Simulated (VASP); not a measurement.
# MnS (Fm-3m) in VASP: single point with PBE+U

Aim: the single point of MnS with PBE+U.

All numbers are computed with VASP 6.6.1; they aren't measurements. Logs are shortened: lines on timing, memory, paths and dates and some standing lists are left out, and cuts for length are marked.

## (1) The cell of the first run

Symmetry: Fm-3m, No. 225, cubic system. The conventional cell has a = 5.209 Å, b = 5.209 Å, c = 5.209 Å, α = 90.00°, β = 90.00°, γ = 90.00°. Within 3.4 Å of S (site symmetry m-3m) lie 6 Mn at 2.60 Å. Within 3.4 Å of Mn (site symmetry m-3m) lie 6 S at 2.60 Å.

## (2) Single point, PBE+U, collinear spin, antiferromagnetic start

Contents of INCAR:

```
PREC = Accurate ; ENCUT = 520
EDIFF = 1E-6 ; ISMEAR = -1
SIGMA = 0.03 ; LREAL = False
LASPH = True ; NELM = 150
ALGO = Normal ; ISIF = 2
LWAVE = False ; LCHARG = False
ISPIN = 2 ; MAGMOM = 0 0 4.5 -4.5
LORBIT = 11 ; LMAXMIX = 4
LDAU = True ; LDAUTYPE = 2
LDAUL = -1 2 ; LDAUU = 0 3.9
LDAUJ = 0 0 ; LDAUPRINT = 1
GGA = PE ; NBANDS = 31
ISYM = 0
```

Contents of KPOINTS:

```
regular mesh
0
Gamma
  4 7 6
```

Contents of POSCAR:

```
MnS
1.0
   -2.6045000000     -5.2090000000     -2.6045000000
   -2.6045000000      0.0000000000     -2.6045000000
    2.6045000000      0.0000000000     -2.6045000000
S Mn
2 2
Direct
    0.0000000000      0.5000000000      0.5000000000
    0.5000000000      0.5000000000      0.0000000000
    0.0000000000      0.0000000000      0.0000000000
    0.5000000000      0.0000000000      0.5000000000
```

Potentials or basis: VASP PAW PBE potentials, release 64 (S, Mn_pv).

Started as:

```console
> cat potpaw_PBE.64/S/POTCAR potpaw_PBE.64/Mn_pv/POTCAR > POTCAR
> mpirun -np 1 vasp_std > vasp.out
```

OUTCAR:

```text
PREC = Accurate
   ENCUT = 520
   EDIFF = 1E-6
   ISMEAR = -1
   LREAL = False
   LASPH = True
   NELM = 150
   ISIF = 2
   ISPIN = 2
   LORBIT = 11
   GGA = PE
   ISYM = 0

 ion  position               nearest neighbor table
   1  0.000  0.500  0.500-   3 2.60   3 2.60   3 2.60   4 2.60   3 2.60   4 2.60
   2  0.500  0.500  0.000-   4 2.60   4 2.60   3 2.60   4 2.60   4 2.60   3 2.60
   3  0.000  0.000  0.000-   1 2.60   1 2.60   1 2.60   2 2.60   1 2.60   2 2.60
   4  0.500  0.000  0.500-   2 2.60   2 2.60   1 2.60   2 2.60   2 2.60   1 2.60

IMPORTANT INFORMATION: All symmetrisations will be switched off!
NOSYMM: (Re-)initialisation of all symmetry stuff for point group C_1.

----------------------------------------------------------------------------------------

                                     Primitive cell

  volume of cell :      70.6697

  direct lattice vectors                    reciprocal lattice vectors
    -2.604500000 -5.209000000 -2.604500000     0.000000000 -0.191975427  0.000000000
    -2.604500000  0.000000000 -2.604500000    -0.191975427  0.191975427 -0.191975427
     2.604500000  0.000000000 -2.604500000     0.191975427  0.000000000 -0.191975427

  length of vectors
     6.379696035  3.683319223  3.683319223     0.191975427  0.332511194  0.271494253

  position of ions in fractional coordinates (direct lattice)
     0.000000000  0.500000000  0.500000000
     0.500000000  0.500000000  0.000000000
     0.000000000  0.000000000  0.000000000
     0.500000000  0.000000000  0.500000000

  ion indices of the primitive-cell ions
   primitive index   ion index
                 1           1
                 2           2
                 3           3
                 4           4

----------------------------------------------------------------------------------------

 KPOINTS: regular mesh

Automatic generation of k-mesh.
 Grid dimensions read from file:
 generate k-points for:    4    7    6

 Generating k-lattice:

  Cartesian coordinates                     Fractional coordinates (reciprocal lattice)
     0.000000000 -0.047993857  0.000000000     0.250000000  0.000000000  0.000000000
    -0.027425061  0.027425061 -0.027425061     0.000000000  0.142857143  0.000000000
     0.031995905  0.000000000 -0.031995905     0.000000000  0.000000000  0.166666667

  Length of vectors
     0.047993857  0.047501599  0.045249042

  Shift w.r.t. Gamma in fractional coordinates (k-lattice)
     0.000000000  0.000000000  0.000000000

 -----------------------------------------------------------------------------
|                                                                             |
|           W    W    AA    RRRRR   N    N  II  N    N   GGGG   !!!           |
|           W    W   A  A   R    R  NN   N  II  NN   N  G    G  !!!           |
|           W    W  A    A  R    R  N N  N  II  N N  N  G       !!!           |
|           W WW W  AAAAAA  RRRRR   N  N N  II  N  N N  G  GGG   !            |
|           WW  WW  A    A  R   R   N   NN  II  N   NN  G    G                |
|           W    W  A    A  R    R  N    N  II  N    N   GGGG   !!!           |
|                                                                             |
|     Your reciprocal lattice and k-lattice belong to different lattice       |
|     classes:                                                                |
|                                                                             |
|        The reciprocal lattice is simple tetragonal,                         |
|        whereas your k-lattice is simple monoclinic.                         |
|                                                                             |
|     Results are often still useful ...                                      |
[... 123 lines left out ...]
  o =  0.0168  v =  0.0000  0.0000  0.0000  0.0000  0.0000  0.7079 -0.7063 -0.0000 -0.0000  0.0000      0.0000  0.0000  0.0000  0.0000  0.0000  0.0000  0.0000  0.0000  0.0000  0.0000
  o =  0.0769  v =  0.0000  0.0000  0.0000  0.0000  0.0000  0.0000  0.0000  0.5000 -0.0003  0.8660      0.0000  0.0000  0.0000  0.0000  0.0000  0.0000  0.0000  0.0000  0.0000  0.0000
  o =  0.0795  v =  0.0000  0.0000  0.0000  0.0000  0.0000 -0.0000  0.0000 -0.8660  0.0000  0.5000      0.0000  0.0000  0.0000  0.0000  0.0000  0.0000  0.0000  0.0000  0.0000  0.0000
  o =  0.9311  v = -0.7070 -0.7072 -0.0001 -0.0005 -0.0001  0.0000  0.0000  0.0000  0.0000  0.0000      0.0000  0.0000  0.0000  0.0000  0.0000  0.0000  0.0000  0.0000  0.0000  0.0000
  o =  0.9311  v = -0.7072  0.7070 -0.0001 -0.0000  0.0000  0.0000  0.0000  0.0000  0.0000  0.0000      0.0000  0.0000  0.0000  0.0000  0.0000  0.0000  0.0000  0.0000  0.0000  0.0000
  o =  0.9332  v =  0.0003  0.0003  0.0000 -1.0000  0.0001  0.0000  0.0000  0.0000  0.0000  0.0000      0.0000  0.0000  0.0000  0.0000  0.0000  0.0000  0.0000  0.0000  0.0000  0.0000
  o =  0.9541  v = -0.0001 -0.0001  0.5000  0.0001  0.8660  0.0000  0.0000  0.0000  0.0000  0.0000      0.0000  0.0000  0.0000  0.0000  0.0000  0.0000  0.0000  0.0000  0.0000  0.0000
  o =  0.9544  v =  0.0000 -0.0000 -0.8660  0.0000  0.5000  0.0000  0.0000  0.0000  0.0000  0.0000      0.0000  0.0000  0.0000  0.0000  0.0000  0.0000  0.0000  0.0000  0.0000  0.0000

atom =   4  type =  2  l = 2

 onsite density matrix

spin component  1

  0.0168 -0.0000  0.0000  0.0000  0.0000
 -0.0000  0.0168 -0.0000  0.0000  0.0000
  0.0000 -0.0000  0.0789 -0.0000 -0.0011
  0.0000  0.0000 -0.0000  0.0155 -0.0000
  0.0000  0.0000 -0.0011 -0.0000  0.0776

spin component  2

  0.9311 -0.0000 -0.0000 -0.0000 -0.0000
 -0.0000  0.9311  0.0000 -0.0000 -0.0000
 -0.0000  0.0000  0.9543  0.0000 -0.0001
 -0.0000 -0.0000  0.0000  0.9332  0.0000
 -0.0000 -0.0000 -0.0001  0.0000  0.9541

 occupancies and eigenvectors

  o =  0.0155  v = -0.0001 -0.0001  0.0002  1.0000  0.0003  0.0000  0.0000  0.0000  0.0000  0.0000      0.0000  0.0000  0.0000  0.0000  0.0000  0.0000  0.0000  0.0000  0.0000  0.0000
  o =  0.0168  v = -0.7064 -0.7078  0.0000 -0.0001  0.0000  0.0000  0.0000  0.0000  0.0000  0.0000      0.0000  0.0000  0.0000  0.0000  0.0000  0.0000  0.0000  0.0000  0.0000  0.0000
  o =  0.0168  v =  0.7078 -0.7064 -0.0000 -0.0000  0.0000  0.0000  0.0000  0.0000  0.0000  0.0000      0.0000  0.0000  0.0000  0.0000  0.0000  0.0000  0.0000  0.0000  0.0000  0.0000
  o =  0.0769  v =  0.0000  0.0000  0.5000 -0.0003  0.8660  0.0000  0.0000  0.0000  0.0000  0.0000      0.0000  0.0000  0.0000  0.0000  0.0000  0.0000  0.0000  0.0000  0.0000  0.0000
  o =  0.0795  v = -0.0000  0.0000 -0.8660 -0.0000  0.5000  0.0000  0.0000  0.0000  0.0000  0.0000      0.0000  0.0000  0.0000  0.0000  0.0000  0.0000  0.0000  0.0000  0.0000  0.0000
  o =  0.9311  v =  0.0000  0.0000  0.0000  0.0000  0.0000  0.7080  0.7063  0.0001  0.0005  0.0001      0.0000  0.0000  0.0000  0.0000  0.0000  0.0000  0.0000  0.0000  0.0000  0.0000
  o =  0.9311  v =  0.0000  0.0000  0.0000  0.0000  0.0000 -0.7063  0.7080 -0.0001  0.0000  0.0000      0.0000  0.0000  0.0000  0.0000  0.0000  0.0000  0.0000  0.0000  0.0000  0.0000
  o =  0.9332  v =  0.0000  0.0000  0.0000  0.0000  0.0000  0.0003  0.0003  0.0000 -1.0000  0.0001      0.0000  0.0000  0.0000  0.0000  0.0000  0.0000  0.0000  0.0000  0.0000  0.0000
  o =  0.9541  v =  0.0000  0.0000  0.0000  0.0000  0.0000 -0.0001 -0.0001  0.5000  0.0001  0.8660      0.0000  0.0000  0.0000  0.0000  0.0000  0.0000  0.0000  0.0000  0.0000  0.0000
  o =  0.9544  v =  0.0000  0.0000  0.0000  0.0000  0.0000  0.0000 -0.0000 -0.8660 -0.0000  0.5000      0.0000  0.0000  0.0000  0.0000  0.0000  0.0000  0.0000  0.0000  0.0000  0.0000

 number of electron      37.9999988 magnetization       0.0000000

 Free energy of the ion-electron system (eV)
  ---------------------------------------------------
  ext. energy  EPLUGINS =         0.00000000
  ---------------------------------------------------
  free energy    TOTEN  =       -25.97840517 eV

  energy without entropy =      -25.97840517  energy(sigma->0) =      -25.97840517

 E-fermi :   6.9793     XC(G=0): -10.6019

 val. band max:        6.4163019784   @ k =   0.5000   0.0000   0.5000
 cond. band min:       7.5963173620   @ k =   0.0000   0.0000   0.0000
 fundamental gap:      1.1800153836
 Fermi energy:         6.9793105966

 spin component 1

 k-point     1 :       0.0000    0.0000    0.0000
  band No.  band energies     occupation
      1     -44.2894      1.00000
      2     -44.2829      1.00000
      3     -44.2827      1.00000
      4     -39.4185      1.00000
      5     -39.4099      1.00000
      6     -39.4098      1.00000
[... 1625 lines left out ...]
     30      14.3764      0.00000
     31      14.6843      0.00000

 [... further k-points ...]

------------------------ aborting loop because EDIFF is reached ----------------------------------------

  FORCE on cell =-STRESS in cart. coord.  units (eV):
  Direction    XX          YY          ZZ          XY          YZ          ZX
  --------------------------------------------------------------------------------------
  -------------------------------------------------------------------------------------
  Total        1.5603867      1.5617088      1.5603874      0.0002006      0.0002007     -0.0046764
  in kB       35.3760832     35.4060560     35.3760987      0.0045478      0.0045506     -0.1060200
  external PRESSURE =      35.3860793 kB  Pullay stress =       0.0000000 kB

 VOLUME and BASIS-vectors are now :
 -----------------------------------------------------------------------------
  energy-cutoff  :      520.00
  volume of cell :       70.67
      direct lattice vectors                 reciprocal lattice vectors
    -2.604500000 -5.209000000 -2.604500000     0.000000000 -0.191975427  0.000000000
    -2.604500000  0.000000000 -2.604500000    -0.191975427  0.191975427 -0.191975427
     2.604500000  0.000000000 -2.604500000     0.191975427  0.000000000 -0.191975427

 POSITION                                       TOTAL-FORCE (eV/Angst)
 -----------------------------------------------------------------------------------
      0.00000      0.00000     -2.60450         0.000000      0.000000      0.000000
     -2.60450     -2.60450     -2.60450        -0.000000     -0.000000      0.000000
      0.00000      0.00000      0.00000        -0.000000     -0.000000     -0.000000
      0.00000     -2.60450     -2.60450         0.000000      0.000000     -0.000000
 -----------------------------------------------------------------------------------
    total drift:                               -0.000000      0.000000      0.000000

  FREE ENERGIE OF THE ION-ELECTRON SYSTEM (eV)
  ---------------------------------------------------
  free  energy   TOTEN  =       -25.9784051737 eV

  energy  without entropy=      -25.9784051736  energy(sigma->0) =      -25.97840517

 total charge

# of ion       s       p       d       tot
------------------------------------------
    1        1.320   2.463   0.000   3.784
    2        1.320   2.463   0.000   3.784
    3        0.218   6.171   4.892  11.281
    4        0.218   6.171   4.892  11.281
--------------------------------------------------
tot          3.077  17.268   9.784  30.129

 magnetization (x)

# of ion       s       p       d       tot
------------------------------------------
    1        0.007   0.021   0.000   0.028
    2       -0.007  -0.021   0.000  -0.028
    3        0.040   0.036   4.489   4.565
    4       -0.040  -0.036  -4.489  -4.565
--------------------------------------------------
tot          0.000  -0.000   0.000   0.000
```

Run time: 5 min. Hardware: 1 thread of Intel Xeon Platinum 8259CL at 2.50GHz (Skylake/Cascade Lake), shared host; peak memory 0.4 GiB.

What came out:

```
Free energy                                           : -25.9784 eV
Pressure                                              : 3.5 GPa
Band gap on the k mesh                                : 1.18 eV
Net moment                                            : 0.00 μB per cell
Site moments                                          : S +0.03, -0.03; Mn +4.57, -4.57 μB
Valence electrons inside the program's atomic spheres : S 3.78; Mn 11.28
```

Levels at points of the mesh, in eV from the valence-band top:
Spin up:
| k point | band 17 | band 18 | band 19 | band 20 | band 21 | band 22 |
| --- | --- | --- | --- | --- | --- | --- |
| (0.00, 0.00, 0.00) | -1.34 | -1.34 | -1.33 | 1.18 | 1.40 | 2.27 |
| (0.50, 0.00, 0.00) | -2.28 | -1.87 | -1.87 | 1.20 | 2.27 | 2.88 |
| (0.00, 0.00, 0.50) | -2.66 | -2.56 | -0.11 | 2.70 | 2.91 | 3.13 |
| (0.50, 0.00, 0.50) | -2.34 | -0.20 | 0.00 | 3.27 | 3.33 | 3.35 |
Spin down:
| k point | band 15 | band 16 | band 17 | band 18 | band 19 | band 20 | band 21 | band 22 | band 23 | band 24 |
| --- | --- | --- | --- | --- | --- | --- | --- | --- | --- | --- |
| (0.00, 0.00, 0.00) | -2.94 | -2.94 | -1.34 | -1.34 | -1.33 | 1.18 | 1.40 | 2.27 | 2.75 | 2.75 |
| (0.50, 0.00, 0.00) | -2.40 | -2.40 | -2.28 | -1.87 | -1.87 | 1.20 | 2.27 | 2.88 | 3.30 | 3.30 |
| (0.00, 0.00, 0.50) | -3.76 | -3.32 | -2.66 | -2.56 | -0.11 | 2.70 | 2.91 | 3.13 | 3.31 | 4.66 |
| (0.50, 0.00, 0.50) | -3.95 | -2.55 | -2.34 | -0.20 | 0.00 | 3.27 | 3.33 | 3.35 | 3.43 | 3.46 |

Eigenvalues of the final occupation matrices:
| site | spin | trace | eigenvalues |
| --- | --- | --- | --- |
| site 3 d | 1 | 4.70 | 0.93 0.93 0.93 0.95 0.95 |
| site 3 d | 2 | 0.21 | 0.02 0.02 0.02 0.08 0.08 |
| site 4 d | 1 | 0.21 | 0.02 0.02 0.02 0.08 0.08 |
| site 4 d | 2 | 4.70 | 0.93 0.93 0.93 0.95 0.95 |

Caveat: the cell stands under pressure; the antiferromagnetic order is the one typed at the start, and another may lie lower. The state reached can hang on the start; a lower one may exist.
